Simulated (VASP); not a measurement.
# MnS (F-43m) in VASP: settings compared, part 2 of 2

VASP 6.6.1. Earlier steps stand in the parts before.

### 3 Relaxation of cell and atoms, RPBE+D4, collinear spin, ferromagnetic start

INCAR reads:

```
SYSTEM = MnS
PREC = Accurate
ENCUT = 600
EDIFF = 1E-6
ISMEAR = -1
SIGMA = 0.05
LREAL = .False.
LASPH = .True.
NELM = 150
ALGO = Normal
ISIF = 3
LWAVE = .False.
LCHARG = .False.
ISPIN = 2
MAGMOM = 4 0
LORBIT = 11
LMAXMIX = 4
GGA = RP
IVDW = 13
IBRION = 2
NSW = 80
EDIFFG = -0.005
```

KPOINTS reads:

```
Automatic mesh
0
Gamma
  9 9 9
  0 0 0
```

POSCAR reads:

```
MnS
1.0
    0.0000000000      2.4734634191      2.4734634191
    2.4734634191      0.0000000000      2.4734634191
    2.4734634191      2.4734634191      0.0000000000
Mn S
1 1
Direct
    0.0000000000      0.0000000000      0.0000000000
    0.7500000000      0.7500000000      0.7500000000
```

Potentials or basis: VASP PAW PBE potentials, release 64 (Mn_pv, S).

Command:

```sh
cat potpaw_PBE.64/Mn_pv/POTCAR potpaw_PBE.64/S/POTCAR > POTCAR
mpirun -np 1 vasp_std > vasp.out
```

OUTCAR:

```text
SYSTEM = MnS
   PREC = Accurate
   ENCUT = 600
   EDIFF = 1E-6
   ISMEAR = -1
   LREAL = .False.
   LASPH = .True.
   NELM = 150
   ISIF = 3
   ISPIN = 2
   LORBIT = 11
   GGA = RP
   IVDW = 13
   IBRION = 2
   NSW = 80
   EDIFFG = -0.005

 ion  position               nearest neighbor table
   1  0.000  0.000  0.000-   2 2.14   2 2.14   2 2.14   2 2.14
   2  0.750  0.750  0.750-   1 2.14   1 2.14   1 2.14   1 2.14

  LATTYP: Found a face centered cubic cell.
 ALAT       =     4.9469268382

  Lattice vectors:

 A1 = (   0.0000000000,   2.4734634191,   2.4734634191)
 A2 = (   2.4734634191,   0.0000000000,   2.4734634191)
 A3 = (   2.4734634191,   2.4734634191,   0.0000000000)

Analysis of symmetry for initial positions (statically):
=====================================================================
 Subroutine PRICEL returns:
 Original cell was already a primitive cell.

 Routine SETGRP: Setting up the symmetry group for a
 face centered cubic supercell.

 Subroutine GETGRP returns: Found 24 space group operations
 (whereof 24 operations were pure point group operations)
 out of a pool of 48 trial point group operations.

The static configuration has the point symmetry T_d .

Analysis of symmetry for dynamics (positions and initial velocities):
=====================================================================
 Subroutine PRICEL returns:
 Original cell was already a primitive cell.

 Routine SETGRP: Setting up the symmetry group for a
 face centered cubic supercell.

 Subroutine GETGRP returns: Found 24 space group operations
[... 259 lines left out ...]
 fundamental gap:      0.0132284602
 Fermi energy:         7.9682126733

 spin component 1

 k-point     1 :       0.0000    0.0000    0.0000
  band No.  band energies     occupation
      1     -39.8809      1.00000
      2     -39.8809      1.00000
      3     -39.8809      1.00000
      4      -7.5521      1.00000
      5       3.1070      1.00000
      6       3.1070      1.00000
      7       3.1070      1.00000
      8       7.0404      1.00000
      9       7.0404      1.00000
     10      11.8471      0.00000
     11      11.8471      0.00000
     12      11.8471      0.00000
     13      12.0431      0.00000
     14      15.9987      0.00000
[... 403 lines left out ...]
      4      -5.7985      1.00000
      5       1.1018      1.00000
      6       3.7886      1.00000
      7       3.7886      1.00000
      8       6.0998      1.00000
      9       7.7228      0.99267
     10       7.9260      0.69950
     11       8.3194      0.00089
     12       8.3194      0.00089
     13      13.6211      0.00000
     14      14.9772      0.00000
     15      21.1725      0.00000

 [... further k-points ...]

 spin component 2

 k-point     1 :       0.0000    0.0000    0.0000
  band No.  band energies     occupation
      1     -39.7113      1.00000
      2     -39.7113      1.00000
      3     -39.7113      1.00000
      4      -7.5447      1.00000
      5       3.1468      1.00000
      6       3.1468      1.00000
      7       3.1468      1.00000
      8       7.2563      1.00000
      9       7.2563      1.00000
     10      11.9048      0.00000
     11      11.9048      0.00000
     12      11.9048      0.00000
     13      12.0668      0.00000
     14      16.0433      0.00000
[... 448 lines left out ...]
  FREE ENERGIE OF THE ION-ELECTRON SYSTEM (eV)
  ---------------------------------------------------
  free  energy   TOTEN  =       -14.6908279578 eV

  energy  without entropy=      -14.6714249711  energy(sigma->0) =      -14.68112646

 reached required accuracy - stopping structural energy minimisation

 total charge

# of ion       s       p       d       tot
------------------------------------------
    1        0.365   6.333   5.402  12.101
    2        1.327   2.453   0.000   3.780
--------------------------------------------------
tot          1.692   8.786   5.402  15.880

 magnetization (x)

# of ion       s       p       d       tot
------------------------------------------
    1        0.006   0.003   0.163   0.172
    2       -0.001  -0.003   0.000  -0.004
--------------------------------------------------
tot          0.006   0.001   0.163   0.169
```

CONTCAR:

```text
MnS
   1.00000000000000
     0.0000000000000000    2.4437050267592029    2.4437050267592029
     2.4437050267592029    0.0000000000000000    2.4437050267592029
     2.4437050267592029    2.4437050267592029   -0.0000000000000000
  Mn              S
     1     1
Direct
     0.0000000000000000    0.0000000000000000    0.0000000000000000
     0.7500000000000000    0.7500000000000000    0.7500000000000000

  0.00000000E+00  0.00000000E+00  0.00000000E+00
  0.00000000E+00  0.00000000E+00  0.00000000E+00
```

Wall time 2.2 min (1 thread of Intel Xeon 6975P-C, shared host); peak memory 0.2 GiB.

What came out:

```
Free energy                                           : -14.6908 eV
Relaxed volume                                        : 14.59 Å³/atom
Relaxed cell                                          : a = 3.456 Å, b = 3.456 Å, c = 3.456 Å, α = 60.00°, β = 60.00°, γ = 60.00°
Space group after relaxing (to 0.05 Å)                : F-43m (No. 216)
Energy gained by relaxing                             : 8.9 meV/atom
Ionic steps                                           : 3
Pressure after relaxing                               : 0.0 GPa
Net moment                                            : 0.18 μB per cell
Site moments                                          : Mn +0.17; S -0.00 μB
Valence electrons inside the program's atomic spheres : Mn 12.10; S 3.78
Dispersion energy per atom                            : -0.993 eV
```

The path:
```tsv
step	energy change (eV)	largest force (eV/Å)	pressure (GPa)	volume (Å³)
1	0.0000	0.0000	-5.06	30.27
2	-0.0016	0.0000	5.57	28.22
3	-0.0177	0.0000	0.00	29.19
```

Final structure:
```xyz
2
Lattice="0.0000 2.4437 2.4437 2.4437 0.0000 2.4437 2.4437 2.4437 0.0000" Properties=species:S:1:pos:R:3 pbc="T T T"
Mn    0.0000    0.0000    0.0000
S     3.6656    3.6656    3.6656
```

Caveat: the PAW data sets were made with another functional, which shifts forces and pressure a little; the moment fell far below its start of 4 μB, so a state of higher moment may lie lower in energy; semilocal functionals often make such compounds metallic where correlation or magnetic order opens a gap, which also shifts bond lengths; pairwise dispersion overbinds metals, which lowers pressure and volume. With open d or f shells a metallic result of RPBE can be an artefact of self-interaction; +U or a hybrid may open a gap.

### 4 Relaxation of cell and atoms, PBEsol+D3(BJ), collinear spin, ferromagnetic start

INCAR reads:

```
PREC = Accurate ; ENCUT = 600
EDIFF = 1E-6 ; ISMEAR = -1
SIGMA = 0.05 ; LREAL = False
LASPH = True ; NELM = 150
ALGO = Normal ; ISIF = 3
LWAVE = False ; LCHARG = False
ISPIN = 2 ; MAGMOM = 4 0
LORBIT = 11 ; LMAXMIX = 4
GGA = PS ; IVDW = 12
IBRION = 2 ; NSW = 80
EDIFFG = -0.005
```

KPOINTS reads:

```
regular mesh
0
Gamma
  9 9 9
```

POSCAR is that of step 3.

Command:

```sh
cat potpaw_PBE.64/Mn_pv/POTCAR potpaw_PBE.64/S/POTCAR > POTCAR
mpirun -np 1 vasp_std > vasp.out
```

It took 2 min on 1 thread of Intel Xeon 6975P-C, shared host; peak memory 0.2 GiB.

Results (log left out):

```yaml
Free_energy: -15.6415 eV
Relaxed_volume: 14.38 Å³/atom
Relaxed_cell: a = 3.439 Å, b = 3.439 Å, c = 3.439 Å, α = 60.00°, β = 60.00°, γ = 60.00°
Space_group_after_relaxing_to_0.05_Å: F-43m (No. 216)
Energy_gained_by_relaxing: 17.4 meV/atom
Ionic_steps: 4
Pressure_after_relaxing: 0.0 GPa
Net_moment: 0.01 μB per cell
Valence_electrons_inside_the_program's_atomic_spheres: Mn 12.16; S 3.74
Dispersion_energy_per_atom: -0.438 eV
```

The path:
```csv
step,energy change (eV),largest force (eV/Å),pressure (GPa),volume (Å³)
1,0.0000,0.0000,-7.18,30.27
2,0.0021,0.0000,8.94,27.39
3,-0.0347,0.0000,-0.06,28.79
4,-0.0347,0.0000,0.04,28.76
```

Final structure:
```
CELL_PARAMETERS angstrom
0.00000 2.43189 2.43189
2.43189 0.00000 2.43189
2.43189 2.43189 0.00000
ATOMIC_POSITIONS crystal
Mn 0.00000 0.00000 0.00000
S 0.75000 0.75000 0.75000
```

Levels at points of the mesh, in eV from the Fermi level:
Spin up:
```csv
k point,band 5,band 6,band 7,band 8,band 9,band 10,band 11,band 12,band 13,band 14
"(0.00, 0.00, 0.00)",-4.85,-4.85,-4.85,-0.79,-0.79,4.03,4.03,4.03,4.03,8.11
```
Spin down:
```csv
k point,band 5,band 6,band 7,band 8,band 9,band 10,band 11,band 12,band 13,band 14
"(0.00, 0.00, 0.00)",-4.85,-4.85,-4.85,-0.78,-0.78,4.03,4.03,4.03,4.04,8.11
```

Caveat: the starting moments collapsed, and a magnetic state may lie lower; the PAW data sets were made with another functional, which shifts forces and pressure a little; semilocal functionals often make such compounds metallic where correlation or magnetic order opens a gap, which also shifts bond lengths; pairwise dispersion overbinds metals, which lowers pressure and volume. With open d or f shells a metallic result of PBEsol can be an artefact of self-interaction; +U or a hybrid may open a gap.
